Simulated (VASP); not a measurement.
# ScAsS (P4/mmm) in VASP: notebook

ScAsS is run at these levels: PBE; tasks: relaxation of cell and atoms, single point.

Everything below comes from runs of VASP 6.6.1. Logs are shortened: lines on timing, memory, paths and dates and some standing lists are left out, and cuts for length are marked.

## 1. The cell of the first run

It takes space group P4/mmm (No. 123, tetragonal). The conventional cell has a = 4.371 Å, b = 4.371 Å, c = 4.206 Å, α = 90.00°, β = 90.00°, γ = 90.00°. Sc (site symmetry 4/mmm) has 2 S at 2.10 Å within 2.8 Å. As (site symmetry 4/mmm) has 4 Sc at 3.09 Å and 8 S at 3.74 Å and 6 As at 4.21 to 4.37 Å within 4.4 Å. Within 2.8 Å of S (site symmetry 4/mmm) lie 2 Sc at 2.10 Å.

The cell was generated, and may not be a known phase.

## 2. Relaxation of cell and atoms, PBE

Contents of INCAR:

```
  ALGO = Normal
  EDIFF = 1E-6
  EDIFFG = -0.04
  ENCUT = 600
  GGA = PE
  IBRION = 2
  ISIF = 3
  ISMEAR = 0
  LASPH = T
  LCHARG = F
  LREAL = F
  LWAVE = F
  NELM = 100
  NSW = 90
  PREC = Accurate
  SIGMA = 0.1
```

Contents of KPOINTS:

```
k-points
0
Gamma
  4 4 4
```

Contents of POSCAR:

```
ScAsS
1.0
    4.3707441800      0.0000000000      0.0000000000
    0.0000000000      4.3707441800      0.0000000000
    0.0000000000      0.0000000000      4.2058614900
Sc As S
1 1 1
Direct
    0.5000000000      0.5000000000      0.0000000000
    0.0000000000      0.0000000000      0.0000000000
    0.5000000000      0.5000000000      0.5000000000
```

Potentials or basis: VASP PAW PBE potentials, release 64 (Sc_sv, As, S).

Launch:

```bash
$ cat potpaw_PBE.64/Sc_sv/POTCAR potpaw_PBE.64/As/POTCAR potpaw_PBE.64/S/POTCAR > POTCAR
$ mpirun -np 1 vasp_std > vasp.out
```

OUTCAR:

```text
EDIFF = 1E-6
   EDIFFG = -0.04
   ENCUT = 600
   GGA = PE
   IBRION = 2
   ISIF = 3
   ISMEAR = 0
   LASPH = T
   LREAL = F
   NELM = 100
   NSW = 90
   PREC = Accurate

 ion  position               nearest neighbor table
   1  0.500  0.500  0.000-   3 2.10   3 2.10   2 3.09   2 3.09   2 3.09   2 3.09
   2  0.000  0.000  0.000-   1 3.09   1 3.09   1 3.09   1 3.09
   3  0.500  0.500  0.500-   1 2.10   1 2.10

  LATTYP: Found a simple tetragonal cell.
 ALAT       =     4.3707441800
 C/A-ratio  =     0.9622758315

  Lattice vectors:

 A1 = (   4.3707441800,   0.0000000000,   0.0000000000)
 A2 = (   0.0000000000,   4.3707441800,   0.0000000000)
 A3 = (   0.0000000000,   0.0000000000,   4.2058614900)

Analysis of symmetry for initial positions (statically):
=====================================================================
 Subroutine PRICEL returns:
 Original cell was already a primitive cell.

 Routine SETGRP: Setting up the symmetry group for a
 simple tetragonal supercell.

 Subroutine GETGRP returns: Found 16 space group operations
 (whereof 16 operations were pure point group operations)
 out of a pool of 16 trial point group operations.

The static configuration has the point symmetry D_4h.

Analysis of symmetry for dynamics (positions and initial velocities):
=====================================================================
 Subroutine PRICEL returns:
 Original cell was already a primitive cell.

 Routine SETGRP: Setting up the symmetry group for a
 simple tetragonal supercell.

 Subroutine GETGRP returns: Found 16 space group operations
 (whereof 16 operations were pure point group operations)
 out of a pool of 16 trial point group operations.

The dynamic configuration has the point symmetry D_4h.

 Subroutine INISYM returns: Found 16 space group operations
 (whereof 16 operations are pure point group operations),
 and found     1 'primitive' translations

----------------------------------------------------------------------------------------

                                     Primitive cell

  volume of cell :      80.3463

  direct lattice vectors                    reciprocal lattice vectors
     4.370744180  0.000000000  0.000000000     0.228793990  0.000000000  0.000000000
     0.000000000  4.370744180  0.000000000     0.000000000  0.228793990  0.000000000
     0.000000000  0.000000000  4.205861490     0.000000000  0.000000000  0.237763417

  length of vectors
     4.370744180  4.370744180  4.205861490     0.228793990  0.228793990  0.237763417

  position of ions in fractional coordinates (direct lattice)
     0.500000000  0.500000000  0.000000000
     0.000000000  0.000000000  0.000000000
     0.500000000  0.500000000  0.500000000

  ion indices of the primitive-cell ions
   primitive index   ion index
                 1           1
                 2           2
                 3           3

----------------------------------------------------------------------------------------

 KPOINTS: k-points

Automatic generation of k-mesh.
 Grid dimensions read from file:
 generate k-points for:    4    4    4

 Generating k-lattice:

  Cartesian coordinates                     Fractional coordinates (reciprocal lattice)
     0.057198497  0.000000000  0.000000000     0.250000000  0.000000000  0.000000000
     0.000000000  0.057198497  0.000000000     0.000000000  0.250000000  0.000000000
     0.000000000  0.000000000  0.059440854     0.000000000  0.000000000  0.250000000

  Length of vectors
     0.057198497  0.057198497  0.059440854

  Shift w.r.t. Gamma in fractional coordinates (k-lattice)
     0.000000000  0.000000000  0.000000000

 Subroutine IBZKPT returns following result:
 ===========================================

 Found     18 irreducible k-points:

 Following reciprocal coordinates:
            Coordinates               Weight
  0.000000  0.000000  0.000000      1.000000
  0.250000  0.000000  0.000000      4.000000
  0.500000  0.000000  0.000000      2.000000
  0.250000  0.250000  0.000000      4.000000
  0.500000  0.250000  0.000000      4.000000
  0.500000  0.500000  0.000000      1.000000
[... 10 lines left out ...]
  0.500000  0.250000  0.500000      4.000000
  0.500000  0.500000  0.500000      1.000000
   k-points           NKPTS =     18   k-points in BZ     NKDIM =     18   number of bands    NBANDS=     15
   number of dos      NEDOS =    301   number of ions     NIONS =      3
   total plane-waves  NPLWV =  46656
   dimension x,y,z NGX =    36 NGY =   36 NGZ =   36
   dimension x,y,z NGXF=    72 NGYF=   72 NGZF=   72
   ions per type =               1   1   1
   NGX,Y,Z   is equivalent  to a cutoff of  13.69, 13.69, 14.23 a.u.
   NGXF,Y,Z  is equivalent  to a cutoff of  27.39, 27.39, 28.46 a.u.
 SYSTEM =  unknown system
   PREC   = accura    normal or accurate (medium, high low for compatibility)
   ISTART =      0    job   : 0-new  1-cont  2-samecut
   ICHARG =      2    charge: 1-file 2-atom 10-const
   ISPIN  =      1    spin polarized calculation?
   LNONCOLLINEAR =      F non collinear calculations
   LSORBIT =      F    spin-orbit coupling
   LASPH  =      T    aspherical Exc in radial PAW
   ENCUT  =  600.0 eV  44.10 Ry    6.64 a.u.   8.73  8.73  8.40*2*pi/ulx,y,z
   NELM   =    100;   NELMIN=  2; NELMDL= -5     # of ELM steps
   EDIFF  = 0.1E-05   stopping-criterion for ELM
   LREAL  =      F    real-space projection
   EDIFFG = -.4E-01   stopping-criterion for IOM
   NSW    =     90    number of steps for IOM
   IBRION =      2    ionic relax: 0-MD 1-quasi-New 2-CG
   NFREE  =      1    steps in history (QN), initial steepest desc. (CG)
   ISIF   =      3    stress and relaxation
   ISYM   =      2    0-nonsym 1-usesym 2-fastsym
   POTIM  = 0.5000    time-step for ionic-motion
   TEBEG  =    0.0;   TEEND  =   0.0 temperature during run
   PSTRESS=    0.0 pullay stress
   NELECT =      22.0000    total number of electrons
   NUPDOWN=      -1.0000    fix difference up-down
   EMIN   =  10.00;   EMAX   =-10.00  energy-range for DOS
   EFERMI =   0.00;   METHOD = LEGACY
   ISMEAR =     0;   SIGMA  =   0.10  broadening in eV -4-tet -1-fermi 0-gaus
   EFERMI_NEDOS =   21; number of points for ismear=-14 and -15
   IALGO  =     38    algorithm
   IMIX   =      4    mixing-type and parameters
     AMIX     =   0.40;   BMIX     =  1.00
     AMIX_MAG =   1.60;   BMIX_MAG =  1.00
  volume/ion in A,a.u.               =      26.78       180.73
  Fermi-wavevector in a.u.,A,eV,Ry     =   1.063067  2.008905 15.376088  1.130111
  Thomas-Fermi vector in A             =   2.198539
   LORBIT       =      0    0 simple, 1 ext, 2 COOP (PROOUT), +10 PAW based schemes
   GGA     = PE    functional components
   LHFCALC =     F    Hartree Fock is set to
   AEXX    =    0.0000 exact exchange contribution
   IVDW    =     0    specifies the selected vdW correction
   LEPSILON=     F    determine dielectric tensor
   LRPA    =     F    only Hartree local field effects (RPA)
 conjugate gradient relaxation of ions
 non-spin polarized calculation
 Gauss-broadening in eV      SIGMA  =   0.10
  energy-cutoff  :      600.00
  volume of cell :       80.35
 maximum number of plane-waves:      2697
 NGX is ok and might be reduce to    36
   NGX = 17   NGY = 17   NGZ = 17

--------------------------------------- Ionic step        1  -------------------------------------------

 number of electron      21.9999998 magnetization

 Free energy of the ion-electron system (eV)
  ---------------------------------------------------
  ext. energy  EPLUGINS =         0.00000000
  ---------------------------------------------------
  free energy    TOTEN  =       -14.83711824 eV

  energy without entropy =      -14.82487858  energy(sigma->0) =      -14.83099841

------------------------ aborting loop because EDIFF is reached ----------------------------------------

  FORCE on cell =-STRESS in cart. coord.  units (eV):
  Direction    XX          YY          ZZ          XY          YZ          ZX
  --------------------------------------------------------------------------------------
  -------------------------------------------------------------------------------------
  Total       -3.7673653     -3.7673653     23.2632318      0.0000000      0.0000000      0.0000000
  in kB      -75.1246694    -75.1246694    463.8898691      0.0000000      0.0000000      0.0000000
  external PRESSURE =     104.5468434 kB  Pullay stress =       0.0000000 kB

 VOLUME and BASIS-vectors are now :
 -----------------------------------------------------------------------------
  energy-cutoff  :      600.00
  volume of cell :       80.35
      direct lattice vectors                 reciprocal lattice vectors
     4.370744180  0.000000000  0.000000000     0.228793990  0.000000000  0.000000000
     0.000000000  4.370744180  0.000000000     0.000000000  0.228793990  0.000000000
     0.000000000  0.000000000  4.205861490     0.000000000  0.000000000  0.237763417
[... 75 lines left out ...]
 POSITION                                       TOTAL-FORCE (eV/Angst)
 -----------------------------------------------------------------------------------
      2.12291      2.12291      0.00000         0.000000      0.000000      0.000000
      0.00000      0.00000      0.00000         0.000000      0.000000      0.000000
      2.12291      2.12291      2.47410         0.000000      0.000000      0.000000
 -----------------------------------------------------------------------------------
    total drift:                                0.000000      0.000000     -0.000000

  FREE ENERGIE OF THE ION-ELECTRON SYSTEM (eV)
  ---------------------------------------------------
  free  energy   TOTEN  =       -16.4903292718 eV

  energy  without entropy=      -16.4789003547  energy(sigma->0) =      -16.48461481

[... ionic steps 4 to 7 ...]

--------------------------------------- Ionic step        8  -------------------------------------------

 number of electron      21.9999999 magnetization

------------------------ aborting loop because EDIFF is reached ----------------------------------------

  FORCE on cell =-STRESS in cart. coord.  units (eV):
  Direction    XX          YY          ZZ          XY          YZ          ZX
  --------------------------------------------------------------------------------------
  -------------------------------------------------------------------------------------
  Total       -0.0253018     -0.0253018     -1.5429736      0.0000000      0.0000000     -0.0000000
  in kB       -0.5468351     -0.5468351    -33.3475146      0.0000000      0.0000000     -0.0000000
  external PRESSURE =     -11.4803950 kB  Pullay stress =       0.0000000 kB

 VOLUME and BASIS-vectors are now :
 -----------------------------------------------------------------------------
  energy-cutoff  :      600.00
  volume of cell :       74.13
      direct lattice vectors                 reciprocal lattice vectors
     3.886354715  0.000000000  0.000000000     0.257310532 -0.000000000  0.000000000
     0.000000000  3.886354715  0.000000000     0.000000000  0.257310532  0.000000000
    -0.000000000  0.000000000  4.908182934    -0.000000000 -0.000000000  0.203741387
[... 38 lines left out ...]
 POSITION                                       TOTAL-FORCE (eV/Angst)
 -----------------------------------------------------------------------------------
      1.94245      1.94245      4.79345         0.000000      0.000000      0.000000
      3.88490      0.00000      0.00000         0.000000      0.000000      0.000000
      1.94245      1.94245      2.39673        -0.000000     -0.000000      0.000000
 -----------------------------------------------------------------------------------
    total drift:                                0.000000      0.000000     -0.000000

  FREE ENERGIE OF THE ION-ELECTRON SYSTEM (eV)
  ---------------------------------------------------
  free  energy   TOTEN  =       -16.9459479015 eV

  energy  without entropy=      -16.9331728186  energy(sigma->0) =      -16.93956036

--------------------------------------- Ionic step       10  -------------------------------------------

 number of electron      22.0000002 magnetization

 Free energy of the ion-electron system (eV)
  ---------------------------------------------------
  ext. energy  EPLUGINS =         0.00000000
  ---------------------------------------------------
  free energy    TOTEN  =       -16.95119397 eV

  energy without entropy =      -16.93806262  energy(sigma->0) =      -16.94462829

 E-fermi :   2.6112     XC(G=0):  -9.2334

 val. band max:        2.5858383499   @ k =   0.2500   0.2500   0.0000
 cond. band min:       2.6113005456   @ k =   0.5000   0.5000   0.2500
 fundamental gap:      0.0254621956
 Fermi energy:         2.6111998804

 k-point     1 :       0.0000    0.0000    0.0000
  band No.  band energies     occupation
      1     -46.1692      2.00000
      2     -24.8260      2.00000
      3     -24.8260      2.00000
      4     -24.8256      2.00000
      5      -9.4446      2.00000
      6      -7.3937      2.00000
      7      -0.0935      2.00000
      8       1.5615      2.00000
      9       1.5615      2.00000
     10       3.4230      0.00000
     11       3.6731      0.00000
     12       3.6849      0.00000
     13       3.6849      0.00000
     14       5.0018      0.00000
     15       5.0809      0.00000
[... 326 lines left out ...]
 POSITION                                       TOTAL-FORCE (eV/Angst)
 -----------------------------------------------------------------------------------
      1.94274      1.94274      0.00000        -0.000000     -0.000000      0.000000
      0.00000      3.88548      0.00000         0.000000      0.000000      0.000000
      1.94274      1.94274      2.41959        -0.000000     -0.000000      0.000000
 -----------------------------------------------------------------------------------
    total drift:                                0.000000      0.000000     -0.000000

  FREE ENERGIE OF THE ION-ELECTRON SYSTEM (eV)
  ---------------------------------------------------
  free  energy   TOTEN  =       -16.9511939673 eV

  energy  without entropy=      -16.9380626171  energy(sigma->0) =      -16.94462829

 reached required accuracy - stopping structural energy minimisation
```

It took 94 s on 1 thread of AMD EPYC 9R45 (Zen 5), shared host; peak memory 0.2 GiB.

Results:

```yaml
Free_energy: -16.9512 eV
Relaxed_volume: 24.35 Å³/atom
Relaxed_cell: a = 3.885 Å, b = 3.885 Å, c = 4.839 Å, α = 90.00°, β = 90.00°, γ = 90.00°
Space_group_after_relaxing_to_0.1_Å: P4/mmm (No. 123)
Energy_gained_by_relaxing: 704.7 meV/atom
Ionic_steps: 10
Pressure_after_relaxing: 0.0 GPa
Band_gap_on_the_k_mesh: zero (bands 11 and 12 overlap by 1.57 eV)
```

The path:
| step | energy change (eV) | largest force (eV/Å) | pressure (GPa) | volume (Å³) |
| --- | --- | --- | --- | --- |
| 1 | 0.0000 | 0.0000 | 10.45 | 80.35 |
| 2 | -0.7352 | 0.0000 | -9.67 | 97.43 |
| 3 | -1.6532 | 0.0000 | -6.79 | 89.20 |
| 4 | -1.6578 | 0.0000 | -6.40 | 88.79 |
| 5 | -1.6577 | 0.0000 | -6.13 | 88.53 |
| 6 | -2.0711 | 0.0000 | -3.00 | 77.45 |
| 7 | -2.1026 | 0.0000 | -1.36 | 74.46 |
| 8 | -2.1029 | 0.0000 | -1.15 | 74.13 |
| 9 | -2.1088 | 0.0000 | 0.87 | 72.34 |
| 10 | -2.1141 | 0.0000 | 0.02 | 73.06 |

Final structure:
```cif
data_structure
_symmetry_space_group_name_H-M 'P 1'
_symmetry_Int_Tables_number 1
_cell_length_a 3.8855
_cell_length_b 3.8855
_cell_length_c 4.8392
_cell_angle_alpha 90.000
_cell_angle_beta 90.000
_cell_angle_gamma 90.000
_cell_volume 73.06
loop_
_atom_site_label
_atom_site_type_symbol
_atom_site_fract_x
_atom_site_fract_y
_atom_site_fract_z
_atom_site_occupancy
Sc1 Sc 0.50000 0.50000 0.00000 1
As1 As 0.00000 0.00000 0.00000 1
S1 S 0.50000 0.50000 0.50000 1
```

Levels at points of the mesh, in eV from the Fermi level:
| k point | band 9 | band 10 | band 11 | band 12 | band 13 | band 14 |
| --- | --- | --- | --- | --- | --- | --- |
| (0.00, 0.00, 0.00) | -1.05 | 0.81 | 1.06 | 1.07 | 1.07 | 2.39 |
| (0.50, 0.00, 0.00) | -1.73 | -1.28 | -0.99 | -0.37 | 2.64 | 3.27 |
| (0.50, 0.50, 0.00) | -1.41 | -0.10 | -0.10 | 0.44 | 1.54 | 1.54 |
| (0.00, 0.00, 0.50) | -1.09 | -0.77 | 0.29 | 0.29 | 0.93 | 2.41 |
| (0.50, 0.00, 0.50) | -2.31 | -1.23 | -0.87 | 1.36 | 3.34 | 4.01 |
| (0.50, 0.50, 0.50) | -2.42 | -2.02 | -2.02 | -0.36 | 3.57 | 3.62 |

Caveat: the k points lie up to 0.40 Å⁻¹ apart in the final cell, too coarse for converged energies and pressures of a metal; a cell axis changed by over 15 % at a fixed basis, so the end point is rough.

## 3. Single point, PBE

This run uses another cell than the first one, of 24.33 Å³/atom.

Contents of INCAR:

```
SYSTEM = ScAsS
  PREC = Accurate
  ENCUT = 520
  EDIFF = 1E-7
  ISMEAR = 0
  SIGMA = 0.1
  LREAL = .False.
  LASPH = .True.
  NELM = 100
  ALGO = Normal
  ISIF = 2
  LWAVE = .False.
  LCHARG = .False.
  GGA = PE
  NBANDS = 18
```

Contents of KPOINTS:

```
Automatic mesh
0
Gamma
  12 12 10
  0 0 0
```

Contents of POSCAR:

```
ScAsS
1.0
    3.8819033756      0.0000000000      0.0000000000
    0.0000000000      3.8819033756      0.0000000000
    0.0000000000      0.0000000000      4.8444476506
Sc As S
1 1 1
Direct
    0.5000000000      0.5000000000      0.0000000000
    0.0000000000      0.0000000000      0.0000000000
    0.5000000000      0.5000000000      0.5000000000
```

Potentials or basis: VASP PAW PBE potentials, release 64 (Sc_sv, As, S).

Launch:

```bash
$ cat potpaw_PBE.64/Sc_sv/POTCAR potpaw_PBE.64/As/POTCAR potpaw_PBE.64/S/POTCAR > POTCAR
$ mpirun -np 1 vasp_std > vasp.out
```

Wall time 1.7 min (1 thread of AMD EPYC 9R45 (Zen 5), shared host); peak memory 0.33 GiB.

The run converged. Its results:

```yaml
Free_energy: -16.9171 eV
Pressure: 0.1 GPa
Band_gap_on_the_k_mesh: zero (bands 11 and 12 overlap by 1.58 eV)
```

Stress tensor (GPa, compression positive):
```
0.09 0.00 0.00
0.00 0.09 0.00
0.00 0.00 0.25
```

Levels at points of the mesh, in eV from the Fermi level:
```tsv
k point	band 7	band 8	band 9	band 10	band 11	band 12	band 13	band 14	band 15	band 16
(0.00, 0.00, 0.00)	-2.69	-1.01	-1.01	0.86	1.08	1.12	1.12	2.45	2.52	2.52
(0.50, 0.00, 0.00)	-3.13	-1.82	-1.71	-1.22	-0.96	-0.35	2.69	3.32	3.83	4.19
(0.50, 0.50, 0.00)	-3.07	-3.07	-1.39	-0.07	-0.07	0.46	1.58	1.58	3.20	3.67
(0.00, 0.00, 0.50)	-3.32	-1.06	-1.06	-0.75	0.36	0.36	0.98	2.48	4.12	4.12
(0.50, 0.00, 0.50)	-4.19	-3.47	-2.26	-1.17	-0.83	1.38	3.40	4.05	4.18	5.77
(0.50, 0.50, 0.50)	-3.24	-2.39	-2.39	-1.97	-1.97	-0.34	3.63	3.68	3.73	3.73
```

The gap in the log of VASP goes by the Fermi energy; the results here count the filled bands.